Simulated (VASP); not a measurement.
# AlN (CsCl type) (Pm-3m) in VASP: a series of runs, part 3 of 3

VASP 6.6.1. Earlier steps stand in the parts before.

## (5) Relaxation of cell and atoms, PBE, target pressure 300 GPa, at which the enthalpy is minimised

File INCAR:

```
SYSTEM = AlN
PREC = Accurate ; ENCUT = 600
EDIFF = 1E-6 ; ISMEAR = -1
SIGMA = 0.1 ; LREAL = .False.
LASPH = .True. ; NELM = 80
ALGO = Normal ; ISIF = 3
LWAVE = .False. ; LCHARG = .False.
GGA = PE ; IBRION = 2
NSW = 32 ; EDIFFG = -0.005
PSTRESS = 3000.0
```

File KPOINTS:

```
Automatic mesh
0
Gamma
  16 16 16
  0 0 0
```

File POSCAR:

```
AlN
1.0
    2.1865478884      0.0000000000      0.0000000000
    0.0000000000      2.1865478884      0.0000000000
    0.0000000000      0.0000000000      2.1865478884
Al N
1 1
Direct
    0.0000000000      0.0000000000      0.0000000000
    0.5000000000      0.5000000000      0.5000000000
```

Potentials or basis: VASP PAW PBE potentials, release 64 (Al, N).

Started as:

```bash
$ cat potpaw_PBE.64/Al/POTCAR potpaw_PBE.64/N/POTCAR > POTCAR
$ mpirun -np 1 vasp_std > vasp.out
```

OUTCAR:

```text
SYSTEM = AlN
   PREC = Accurate
   ENCUT = 600
   EDIFF = 1E-6
   ISMEAR = -1
   LREAL = .False.
   LASPH = .True.
   NELM = 80
   ISIF = 3
   GGA = PE
   IBRION = 2
   NSW = 32
   EDIFFG = -0.005
   PSTRESS = 3000.0

 ion  position               nearest neighbor table
   1  0.000  0.000  0.000-   2 1.89   2 1.89   2 1.89   2 1.89   2 1.89   2 1.89   2 1.89   2 1.89

   2  0.500  0.500  0.500-   1 1.89   1 1.89   1 1.89   1 1.89   1 1.89   1 1.89   1 1.89   1 1.89

  LATTYP: Found a simple cubic cell.
 ALAT       =     2.1865478884

  Lattice vectors:

 A1 = (   2.1865478884,   0.0000000000,   0.0000000000)
 A2 = (   0.0000000000,   2.1865478884,   0.0000000000)
 A3 = (   0.0000000000,   0.0000000000,   2.1865478884)

Analysis of symmetry for initial positions (statically):
=====================================================================
 Subroutine PRICEL returns:
 Original cell was already a primitive cell.

 Routine SETGRP: Setting up the symmetry group for a
 simple cubic supercell.

 Subroutine GETGRP returns: Found 48 space group operations
 (whereof 48 operations were pure point group operations)
 out of a pool of 48 trial point group operations.

The static configuration has the point symmetry O_h .

Analysis of symmetry for dynamics (positions and initial velocities):
=====================================================================
 Subroutine PRICEL returns:
 Original cell was already a primitive cell.

 Routine SETGRP: Setting up the symmetry group for a
 simple cubic supercell.

 Subroutine GETGRP returns: Found 48 space group operations
 (whereof 48 operations were pure point group operations)
 out of a pool of 48 trial point group operations.

The dynamic configuration has the point symmetry O_h .

 Subroutine INISYM returns: Found 48 space group operations
 (whereof 48 operations are pure point group operations),
 and found     1 'primitive' translations

----------------------------------------------------------------------------------------

                                     Primitive cell

  volume of cell :      10.4539

  direct lattice vectors                    reciprocal lattice vectors
     2.186547888  0.000000000  0.000000000     0.457341916  0.000000000  0.000000000
     0.000000000  2.186547888  0.000000000     0.000000000  0.457341916  0.000000000
     0.000000000  0.000000000  2.186547888     0.000000000  0.000000000  0.457341916

  length of vectors
     2.186547888  2.186547888  2.186547888     0.457341916  0.457341916  0.457341916

  position of ions in fractional coordinates (direct lattice)
     0.000000000  0.000000000  0.000000000
     0.500000000  0.500000000  0.500000000

  ion indices of the primitive-cell ions
   primitive index   ion index
                 1           1
                 2           2

----------------------------------------------------------------------------------------

 KPOINTS: Automatic mesh
[... 48 lines left out ...]
  0.500000  0.125000  0.000000     12.000000
 [... further k-points ...]
   k-points           NKPTS =    165   k-points in BZ     NKDIM =    165   number of bands    NBANDS=      8
   number of dos      NEDOS =    301   number of ions     NIONS =      2
   total plane-waves  NPLWV =   5832
   dimension x,y,z NGX =    18 NGY =   18 NGZ =   18
   dimension x,y,z NGXF=    36 NGYF=   36 NGZF=   36
   ions per type =               1   1
   NGX,Y,Z   is equivalent  to a cutoff of  13.69, 13.69, 13.69 a.u.
   NGXF,Y,Z  is equivalent  to a cutoff of  27.37, 27.37, 27.37 a.u.
 SYSTEM =  AlN
   PREC   = accura    normal or accurate (medium, high low for compatibility)
   ISTART =      0    job   : 0-new  1-cont  2-samecut
   ICHARG =      2    charge: 1-file 2-atom 10-const
   ISPIN  =      1    spin polarized calculation?
   LNONCOLLINEAR =      F non collinear calculations
   LSORBIT =      F    spin-orbit coupling
   LASPH  =      T    aspherical Exc in radial PAW
   ENCUT  =  600.0 eV  44.10 Ry    6.64 a.u.   4.37  4.37  4.37*2*pi/ulx,y,z
   NELM   =     80;   NELMIN=  2; NELMDL= -5     # of ELM steps
   EDIFF  = 0.1E-05   stopping-criterion for ELM
   LREAL  =      F    real-space projection
   EDIFFG = -.5E-02   stopping-criterion for IOM
   NSW    =     32    number of steps for IOM
   IBRION =      2    ionic relax: 0-MD 1-quasi-New 2-CG
   NFREE  =      1    steps in history (QN), initial steepest desc. (CG)
   ISIF   =      3    stress and relaxation
   ISYM   =      2    0-nonsym 1-usesym 2-fastsym
   POTIM  = 0.5000    time-step for ionic-motion
   TEBEG  =    0.0;   TEEND  =   0.0 temperature during run
   PSTRESS= 3000.0 pullay stress
   NELECT =       8.0000    total number of electrons
   NUPDOWN=      -1.0000    fix difference up-down
   EMIN   =  10.00;   EMAX   =-10.00  energy-range for DOS
   EFERMI =   0.00;   METHOD = LEGACY
   ISMEAR =    -1;   SIGMA  =   0.10  broadening in eV -4-tet -1-fermi 0-gaus
   EFERMI_NEDOS =   21; number of points for ismear=-14 and -15
   IALGO  =     38    algorithm
   IMIX   =      4    mixing-type and parameters
     AMIX     =   0.40;   BMIX     =  1.00
     AMIX_MAG =   1.60;   BMIX_MAG =  1.00
  volume/ion in A,a.u.               =       5.23        35.27
  Fermi-wavevector in a.u.,A,eV,Ry     =   1.497428  2.829728 30.508200  2.242289
  Thomas-Fermi vector in A             =   2.609317
   LORBIT       =      0    0 simple, 1 ext, 2 COOP (PROOUT), +10 PAW based schemes
   GGA     = PE    functional components
   LHFCALC =     F    Hartree Fock is set to
   AEXX    =    0.0000 exact exchange contribution
   IVDW    =     0    specifies the selected vdW correction
   LEPSILON=     F    determine dielectric tensor
   LRPA    =     F    only Hartree local field effects (RPA)
 conjugate gradient relaxation of ions
 non-spin polarized calculation
  energy-cutoff  :      600.00
  volume of cell :       10.45
 maximum number of plane-waves:       365
 NGX is ok and might be reduce to    18
   NGX =  9   NGY =  9   NGZ =  9

--------------------------------------- Ionic step        1  -------------------------------------------

 number of electron       7.9999998 magnetization

 Free energy of the ion-electron system (eV)
  ---------------------------------------------------
  ext. energy  EPLUGINS =         0.00000000
  ---------------------------------------------------
  free energy    TOTEN  =        -6.98455146 eV

  energy without entropy =       -6.97665178  energy(sigma->0) =       -6.98060162

------------------------ aborting loop because EDIFF is reached ----------------------------------------

  FORCE on cell =-STRESS in cart. coord.  units (eV):
  Direction    XX          YY          ZZ          XY          YZ          ZX
  --------------------------------------------------------------------------------------
  -------------------------------------------------------------------------------------
  Total       19.6627823     19.6627823     19.6627823     -0.0000000     -0.0000000      0.0000000
  in kB     3013.5511885   3013.5511885   3013.5511885     -0.0000000     -0.0000000      0.0000000
  external PRESSURE =      13.5511885 kB  Pullay stress =    3000.0000000 kB
[... 63 lines left out ...]
--------------------------------------- Ionic step        3  -------------------------------------------

 number of electron       7.9999998 magnetization

 Free energy of the ion-electron system (eV)
  ---------------------------------------------------
  ext. energy  EPLUGINS =         0.00000000
  ---------------------------------------------------
  free energy    TOTEN  =        -7.00788116 eV

  energy without entropy =       -6.99997261  energy(sigma->0) =       -7.00392689

 E-fermi :  20.0534     XC(G=0): -14.7231

 val. band max:       20.0312586681   @ k =   0.5000   0.3750   0.0625
 cond. band min:      20.0920039294   @ k =   0.5000   0.3125   0.0000
 fundamental gap:      0.0607452613
 Fermi energy:        20.0533729714

 k-point     1 :       0.0000    0.0000    0.0000
  band No.  band energies     occupation
      1      -4.9506      2.00000
      2      17.4201      2.00000
      3      17.4201      2.00000
      4      17.4201      2.00000
      5      25.2154      0.00000
      6      25.2154      0.00000
      7      28.8046      0.00000
      8      45.5583      0.00000
[... 243 lines left out ...]
 k-point    24 :       0.5000    0.1250    0.0000
  band No.  band energies     occupation
      1      -0.0509      2.00000
      2       5.0941      2.00000
      3      16.9201      2.00000
      4      19.0120      1.99994
      5      28.3294      0.00000
      6      31.5217      0.00000
      7      33.5207      0.00000
      8      37.1338      0.00000

 [... further k-points ...]

------------------------ aborting loop because EDIFF is reached ----------------------------------------

  FORCE on cell =-STRESS in cart. coord.  units (eV):
  Direction    XX          YY          ZZ          XY          YZ          ZX
  --------------------------------------------------------------------------------------
  -------------------------------------------------------------------------------------
  Total       19.6000586     19.6000586     19.6000586     -0.0000000      0.0000000      0.0000000
  in kB     3000.3703232   3000.3703232   3000.3703232     -0.0000000      0.0000000      0.0000000
  external PRESSURE =       0.3703232 kB  Pullay stress =    3000.0000000 kB
[... 21 lines left out ...]
  energy  without entropy=       -6.9999726144  energy(sigma->0) =       -7.00392689

  enthalpy is  TOTEN    =        12.5897583010 eV   P V=       19.5976394577

 reached required accuracy - stopping structural energy minimisation
```

OSZICAR:

```text
N       E                     dE             d eps       ncg     rms          rms(c)
DAV:   1     0.231515635298E+02    0.23152E+02   -0.51353E+03  2688   0.103E+03
[... 18 lines left out ...]
   2 F= 0.12590767E+02 E0= 0.12594742E+02  d E =0.954782E-03
       N       E                     dE             d eps       ncg     rms          rms(c)
DAV:   1    -0.700822502297E+01    0.10088E+00   -0.11619E-02  3040   0.114E+00    0.149E-01
DAV:   2    -0.700789440990E+01    0.33061E-03   -0.11787E-03  3312   0.287E-01    0.507E-02
DAV:   3    -0.700788329549E+01    0.11114E-04   -0.41822E-05  3568   0.642E-02    0.169E-02
DAV:   4    -0.700788094395E+01    0.23515E-05   -0.14397E-06  2536   0.157E-02    0.477E-03
DAV:   5    -0.700788115663E+01   -0.21267E-06   -0.21152E-07  1632   0.521E-03
   3 F= 0.12589758E+02 E0= 0.12593713E+02  d E =-.538999E-04
```

CONTCAR:

```text
AlN
   1.00000000000000
     2.1874142167823574   -0.0000000000000000    0.0000000000000000
    -0.0000000000000000    2.1874142167823569   -0.0000000000000000
    -0.0000000000000000   -0.0000000000000000    2.1874142167823574
  Al              N
     1     1
Direct
     0.0000000000000000    0.0000000000000000    0.0000000000000000
     0.5000000000000000    0.5000000000000000    0.5000000000000000

  0.00000000E+00  0.00000000E+00  0.00000000E+00
  0.00000000E+00  0.00000000E+00  0.00000000E+00
```

Run time: 40 s. Hardware: 1 thread of Intel Xeon 8259CL, shared host; peak memory 0.13 GiB.

Results:

```
Free energy                                                : -7.0079 eV
Relaxed volume                                             : 5.23 Å³/atom
Relaxed cell                                               : a = 2.187 Å, b = 2.187 Å, c = 2.187 Å, α = 90.00°, β = 90.00°, γ = 90.00°
Space group after relaxing (to 0.1 Å)                      : Pm-3m (No. 221)
Energy change on relaxing (the run minimises the enthalpy) : -11.7 meV/atom
Ionic steps                                                : 3
Pressure after relaxing                                    : 300.0 GPa
Band gap on the k mesh                                     : zero (bands 4 and 5 overlap by 1.05 eV)
```

Step by step:
```tsv
step	energy change (eV)	largest force (eV/Å)	pressure (GPa)	volume (Å³)
1	0.0000	0.0000	301.36	10.45
2	-0.1246	0.0000	294.10	10.52
3	-0.0233	0.0000	300.04	10.47
```

Final structure:
```
CELL_PARAMETERS angstrom
2.18741 0.00000 0.00000
0.00000 2.18741 0.00000
0.00000 0.00000 2.18741
ATOMIC_POSITIONS crystal
Al 0.00000 0.00000 0.00000
N 0.50000 0.50000 0.50000
```

Caveat: the cell is relaxed towards a set pressure, so the run minimises the enthalpy, not the energy.

## (6) Overview

```tsv
task	cell	cutoff (eV)	gap on the mesh (eV)	pressure (GPa)
single point	a = 2.187 Å, 2 atoms	520	none	300.9
relaxation of cell and atoms	relaxed to 300 GPa from a = 2.166 Å, 2 atoms	600	none	299.9
relaxation of cell and atoms	relaxed to 300 GPa from a = 2.187 Å, 2 atoms	600	none	300.0
```

Alike in all rows: level PBE; potentials or basis VASP PAW PBE potentials, release 64 (Al, N); no spin polarisation; k mesh 16 × 16 × 16; smearing fermi-dirac 0.1 eV.

Caveats: the cell is relaxed towards a set pressure, so the run minimises the enthalpy, not the energy (at least some runs); the cell stands under pressure (at least some runs).

Absolute energies hang on the potentials; compare differences alone.
